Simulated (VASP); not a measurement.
# GaB (P4/mmm) in VASP: further runs

Runs on GaB. Level: PBE. Tasks: single point.

Program: VASP 6.6.1. These are calculated values, not measurements. Logs are shortened: lines on timing, memory, paths and dates and some standing lists are left out, and cuts for length are marked.

**1. The cell of the first run**

Symmetry: P4/mmm, No. 123, tetragonal system. The conventional cell has a = 2.718 Å, b = 2.718 Å, c = 3.171 Å, α = 90.00°, β = 90.00°, γ = 90.00°. Within 3.3 Å of Ga (site symmetry 4/mmm) lie 8 B at 2.49 Å and 6 Ga at 2.72 to 3.17 Å. B (site symmetry 4/mmm) has 8 Ga at 2.49 Å and 6 B at 2.72 to 3.17 Å within 3.3 Å.

**2. Single point, PBE**

Contents of INCAR:

```
  PREC = Accurate
  ENCUT = 520
  EDIFF = 1E-6
  ISMEAR = -1
  SIGMA = 0.05
  LREAL = F
  LASPH = T
  NELM = 100
  ALGO = Normal
  ISIF = 2
  LWAVE = F
  LCHARG = F
  GGA = PE
  NBANDS = 15
```

Contents of KPOINTS:

```
Automatic mesh
0
Gamma
  8 8 7
```

Contents of POSCAR:

```
GaB
1.0
    2.7182400000      0.0000000000      0.0000000000
    0.0000000000      2.7182400000      0.0000000000
    0.0000000000      0.0000000000      3.1714858000
Ga B
1 1
Direct
    0.5000000000      0.5000000000      0.5000000000
    0.0000000000      0.0000000000      0.0000000000
```

Potentials or basis: VASP PAW PBE potentials, release 64 (Ga_d, B).

Command:

```console
$ cat potpaw_PBE.64/Ga_d/POTCAR potpaw_PBE.64/B/POTCAR > POTCAR
$ mpirun -np 1 vasp_std > vasp.out
```

OUTCAR:

```text
PREC = Accurate
   ENCUT = 520
   EDIFF = 1E-6
   ISMEAR = -1
   LREAL = F
   LASPH = T
   NELM = 100
   ISIF = 2
   GGA = PE

 ion  position               nearest neighbor table
   1  0.500  0.500  0.500-   2 2.49   2 2.49   2 2.49   2 2.49   2 2.49   2 2.49   2 2.49   2 2.49

   2  0.000  0.000  0.000-   1 2.49   1 2.49   1 2.49   1 2.49   1 2.49   1 2.49   1 2.49   1 2.49

  LATTYP: Found a simple tetragonal cell.
 ALAT       =     2.7182400000
 C/A-ratio  =     1.1667423774

  Lattice vectors:

 A1 = (   2.7182400000,   0.0000000000,   0.0000000000)
 A2 = (   0.0000000000,   2.7182400000,   0.0000000000)
 A3 = (   0.0000000000,   0.0000000000,   3.1714858000)

Analysis of symmetry for initial positions (statically):
=====================================================================
 Subroutine PRICEL returns:
 Original cell was already a primitive cell.

 Routine SETGRP: Setting up the symmetry group for a
 simple tetragonal supercell.

 Subroutine GETGRP returns: Found 16 space group operations
 (whereof 16 operations were pure point group operations)
 out of a pool of 16 trial point group operations.

The static configuration has the point symmetry D_4h.

Analysis of symmetry for dynamics (positions and initial velocities):
=====================================================================
 Subroutine PRICEL returns:
 Original cell was already a primitive cell.

 Routine SETGRP: Setting up the symmetry group for a
 simple tetragonal supercell.

 Subroutine GETGRP returns: Found 16 space group operations
 (whereof 16 operations were pure point group operations)
 out of a pool of 16 trial point group operations.

The dynamic configuration has the point symmetry D_4h.

 Subroutine INISYM returns: Found 16 space group operations
 (whereof 16 operations are pure point group operations),
 and found     1 'primitive' translations

----------------------------------------------------------------------------------------

                                     Primitive cell

  volume of cell :      23.4336

  direct lattice vectors                    reciprocal lattice vectors
     2.718240000  0.000000000  0.000000000     0.367885102  0.000000000  0.000000000
     0.000000000  2.718240000  0.000000000     0.000000000  0.367885102  0.000000000
     0.000000000  0.000000000  3.171485800     0.000000000  0.000000000  0.315309626

  length of vectors
     2.718240000  2.718240000  3.171485800     0.367885102  0.367885102  0.315309626

  position of ions in fractional coordinates (direct lattice)
     0.500000000  0.500000000  0.500000000
     0.000000000  0.000000000  0.000000000

  ion indices of the primitive-cell ions
   primitive index   ion index
                 1           1
                 2           2

----------------------------------------------------------------------------------------

 KPOINTS: Automatic mesh

Automatic generation of k-mesh.
 Grid dimensions read from file:
 generate k-points for:    8    8    7

 Generating k-lattice:

  Cartesian coordinates                     Fractional coordinates (reciprocal lattice)
     0.045985638  0.000000000  0.000000000     0.125000000  0.000000000  0.000000000
     0.000000000  0.045985638  0.000000000     0.000000000  0.125000000  0.000000000
     0.000000000  0.000000000  0.045044232     0.000000000  0.000000000  0.142857143

  Length of vectors
     0.045985638  0.045985638  0.045044232

  Shift w.r.t. Gamma in fractional coordinates (k-lattice)
     0.000000000  0.000000000  0.000000000

 Subroutine IBZKPT returns following result:
 ===========================================

 Found     60 irreducible k-points:

 Following reciprocal coordinates:
            Coordinates               Weight
  0.000000  0.000000  0.000000      1.000000
  0.125000  0.000000  0.000000      4.000000
  0.250000  0.000000  0.000000      4.000000
  0.375000  0.000000  0.000000      4.000000
  0.500000  0.000000  0.000000      2.000000
  0.125000  0.125000  0.000000      4.000000
[... 16 lines left out ...]
  0.375000  0.125000  0.142857     16.000000
  0.500000  0.125000  0.142857      8.000000
 [... further k-points ...]
   k-points           NKPTS =     60   k-points in BZ     NKDIM =     60   number of bands    NBANDS=     15
   number of dos      NEDOS =    301   number of ions     NIONS =      2
   total plane-waves  NPLWV =   9600
   dimension x,y,z NGX =    20 NGY =   20 NGZ =   24
   dimension x,y,z NGXF=    40 NGYF=   40 NGZF=   48
   ions per type =               1   1
   NGX,Y,Z   is equivalent  to a cutoff of  12.23, 12.23, 12.58 a.u.
   NGXF,Y,Z  is equivalent  to a cutoff of  24.46, 24.46, 25.16 a.u.
 SYSTEM =  unknown system
   PREC   = accura    normal or accurate (medium, high low for compatibility)
   ISTART =      0    job   : 0-new  1-cont  2-samecut
   ICHARG =      2    charge: 1-file 2-atom 10-const
   ISPIN  =      1    spin polarized calculation?
   LNONCOLLINEAR =      F non collinear calculations
   LSORBIT =      F    spin-orbit coupling
   LASPH  =      T    aspherical Exc in radial PAW
   ENCUT  =  520.0 eV  38.22 Ry    6.18 a.u.   5.05  5.05  5.90*2*pi/ulx,y,z
   NELM   =    100;   NELMIN=  2; NELMDL= -5     # of ELM steps
   EDIFF  = 0.1E-05   stopping-criterion for ELM
   LREAL  =      F    real-space projection
   EDIFFG = 0.1E-04   stopping-criterion for IOM
   NSW    =      0    number of steps for IOM
   IBRION =     -1    ionic relax: 0-MD 1-quasi-New 2-CG
   NFREE  =      0    steps in history (QN), initial steepest desc. (CG)
   ISIF   =      2    stress and relaxation
   ISYM   =      2    0-nonsym 1-usesym 2-fastsym
   POTIM  = 0.5000    time-step for ionic-motion
   TEBEG  =    0.0;   TEEND  =   0.0 temperature during run
   PSTRESS=    0.0 pullay stress
   NELECT =      16.0000    total number of electrons
   NUPDOWN=      -1.0000    fix difference up-down
   EMIN   =  10.00;   EMAX   =-10.00  energy-range for DOS
   EFERMI =   0.00;   METHOD = LEGACY
   ISMEAR =    -1;   SIGMA  =   0.05  broadening in eV -4-tet -1-fermi 0-gaus
   EFERMI_NEDOS =   21; number of points for ismear=-14 and -15
   IALGO  =     38    algorithm
   IMIX   =      4    mixing-type and parameters
     AMIX     =   0.40;   BMIX     =  1.00
     AMIX_MAG =   1.60;   BMIX_MAG =  1.00
  volume/ion in A,a.u.               =      11.72        79.07
  Fermi-wavevector in a.u.,A,eV,Ry     =   1.441569  2.724170 28.274547  2.078121
  Thomas-Fermi vector in A             =   2.560186
   LORBIT       =      0    0 simple, 1 ext, 2 COOP (PROOUT), +10 PAW based schemes
   GGA     = PE    functional components
   LHFCALC =     F    Hartree Fock is set to
   AEXX    =    0.0000 exact exchange contribution
   IVDW    =     0    specifies the selected vdW correction
   LEPSILON=     F    determine dielectric tensor
   LRPA    =     F    only Hartree local field effects (RPA)
 non-spin polarized calculation
  energy-cutoff  :      520.00
  volume of cell :       23.43
 maximum number of plane-waves:       648
   NGX = 11   NGY = 11   NGZ = 11

 number of electron      16.0000006 magnetization

 Free energy of the ion-electron system (eV)
  ---------------------------------------------------
  ext. energy  EPLUGINS =         0.00000000
  ---------------------------------------------------
  free energy    TOTEN  =        -7.14701807 eV

  energy without entropy =       -7.13967817  energy(sigma->0) =       -7.14334812

 E-fermi :   7.0894     XC(G=0): -11.9973

 val. band max:        7.0732025398   @ k =   0.3750   0.2500   0.4286
 cond. band min:       7.1086807166   @ k =   0.5000   0.3750   0.4286
 fundamental gap:      0.0354781767
 Fermi energy:         7.0894479948

 k-point     1 :       0.0000    0.0000    0.0000
  band No.  band energies     occupation
      1      -8.1879      2.00000
      2      -8.0417      2.00000
      3      -7.7154      2.00000
      4      -7.7154      2.00000
      5      -7.6702      2.00000
      6      -6.4095      2.00000
      7       5.6673      2.00000
      8       9.5206      0.00000
      9       9.6156      0.00000
     10       9.6156      0.00000
     11      16.0895      0.00000
     12      16.5293      0.00000
     13      20.6442      0.00000
     14      21.7729      0.00000
     15      21.7729      0.00000

 k-point     2 :       0.1250    0.0000    0.0000
  band No.  band energies     occupation
      1      -8.1531      2.00000
      2      -8.0143      2.00000
      3      -7.7491      2.00000
      4      -7.7126      2.00000
      5      -7.6945      2.00000
      6      -6.1087      2.00000
      7       5.9873      2.00000
      8       7.5521      0.00019
      9       9.8406      0.00000
     10       9.8753      0.00000
     11      16.4772      0.00000
     12      17.7797      0.00000
     13      19.5799      0.00000
     14      21.5282      0.00000
     15      21.7164      0.00000

 k-point     3 :       0.2500    0.0000    0.0000
  band No.  band energies     occupation
      1      -8.1010      2.00000
      2      -7.9289      2.00000
      3      -7.8288      2.00000
      4      -7.7526      2.00000
      5      -7.7058      2.00000
      6      -5.1893      2.00000
      7       4.2853      2.00000
      8       6.9055      1.95073
      9      10.4701      0.00000
     10      10.5953      0.00000
     11      16.9092      0.00000
     12      17.0692      0.00000
     13      17.3870      0.00000
     14      20.5475      0.00000
     15      24.2798      0.00000

 k-point     4 :       0.3750    0.0000    0.0000
  band No.  band energies     occupation
      1      -8.0700      2.00000
      2      -7.9062      2.00000
      3      -7.8330      2.00000
      4      -7.8097      2.00000
      5      -7.6990      2.00000
      6      -3.6480      2.00000
      7       1.1775      2.00000
      8       8.2456      0.00000
      9      11.5348      0.00000
     10      11.5414      0.00000
     11      14.4499      0.00000
     12      14.9772      0.00000
     13      18.5243      0.00000
     14      19.0457      0.00000
     15      22.7802      0.00000
[... 307 lines left out ...]
 k-point    22 :       0.2500    0.1250    0.1429
  band No.  band energies     occupation
      1      -8.0330      2.00000
      2      -7.8980      2.00000
      3      -7.8512      2.00000
      4      -7.7908      2.00000
      5      -7.7469      2.00000
      6      -4.5823      2.00000
      7       4.8402      2.00000
      8       5.1466      2.00000
      9       8.8826      0.00000
     10      12.4704      0.00000
     11      15.0659      0.00000
     12      17.2228      0.00000
     13      18.1857      0.00000
     14      21.0721      0.00000
     15      24.2078      0.00000

 k-point    23 :       0.3750    0.1250    0.1429
  band No.  band energies     occupation
      1      -7.9996      2.00000
      2      -7.9332      2.00000
      3      -7.8575      2.00000
      4      -7.7908      2.00000
      5      -7.7354      2.00000
      6      -3.0449      2.00000
      7       1.7526      2.00000
      8       6.5328      1.99997
      9       9.9861      0.00000
     10      11.2531      0.00000
     11      14.2801      0.00000
     12      15.6290      0.00000
     13      18.0393      0.00000
     14      21.2534      0.00000
     15      23.9493      0.00000

 k-point    24 :       0.5000    0.1250    0.1429
  band No.  band energies     occupation
      1      -7.9882      2.00000
      2      -7.9656      2.00000
      3      -7.8840      2.00000
      4      -7.7524      2.00000
      5      -7.7251      2.00000
      6      -1.0733      2.00000
      7      -0.7502      2.00000
      8       7.7508      0.00000
      9       9.6913      0.00000
     10      10.7433      0.00000
     11      14.4027      0.00000
     12      14.7406      0.00000
     13      17.8318      0.00000
     14      21.3430      0.00000
     15      24.2336      0.00000

 [... further k-points ...]
[... 5 lines left out ...]
  --------------------------------------------------------------------------------------
  -------------------------------------------------------------------------------------
  Total        0.4473804      0.4473804      0.6151085      0.0000000     -0.0000000     -0.0000000
  in kB       30.5878636     30.5878636     42.0556135      0.0000000     -0.0000000     -0.0000000
  external PRESSURE =      34.4104469 kB  Pullay stress =       0.0000000 kB

 VOLUME and BASIS-vectors are now :
 -----------------------------------------------------------------------------
  energy-cutoff  :      520.00
  volume of cell :       23.43
      direct lattice vectors                 reciprocal lattice vectors
     2.718240000  0.000000000  0.000000000     0.367885102  0.000000000  0.000000000
     0.000000000  2.718240000  0.000000000     0.000000000  0.367885102  0.000000000
     0.000000000  0.000000000  3.171485800     0.000000000  0.000000000  0.315309626

 POSITION                                       TOTAL-FORCE (eV/Angst)
 -----------------------------------------------------------------------------------
      1.35912      1.35912      1.58574         0.000000      0.000000      0.000000
      0.00000      0.00000      0.00000         0.000000      0.000000      0.000000
 -----------------------------------------------------------------------------------
    total drift:                               -0.000000      0.000000      0.000000

  FREE ENERGIE OF THE ION-ELECTRON SYSTEM (eV)
  ---------------------------------------------------
  free  energy   TOTEN  =        -7.1470180711 eV

  energy  without entropy=       -7.1396781741  energy(sigma->0) =       -7.14334812
```

It took 22 s on 1 thread of Intel Xeon 8259CL, shared host; peak memory 0.14 GiB.

Results:

- Free energy: -7.1470 eV
- Pressure: 3.4 GPa
- Band gap on the k mesh: zero (bands 8 and 9 overlap by 7.63 eV)

Levels at points of the mesh, in eV from the Fermi level:
```tsv
k point	band 5	band 6	band 7	band 8	band 9	band 10	band 11	band 12
(0.00, 0.00, 0.00)	-14.76	-13.50	-1.42	2.43	2.53	2.53	9.00	9.44
(0.50, 0.00, 0.00)	-14.79	-8.79	-8.40	2.08	4.96	5.95	5.97	6.00
(0.50, 0.50, 0.00)	-14.61	-4.65	-4.65	-3.65	-2.09	3.41	8.08	8.08
```

Caveat: the cell stands under pressure.

(Continued in part 2 of 2.)
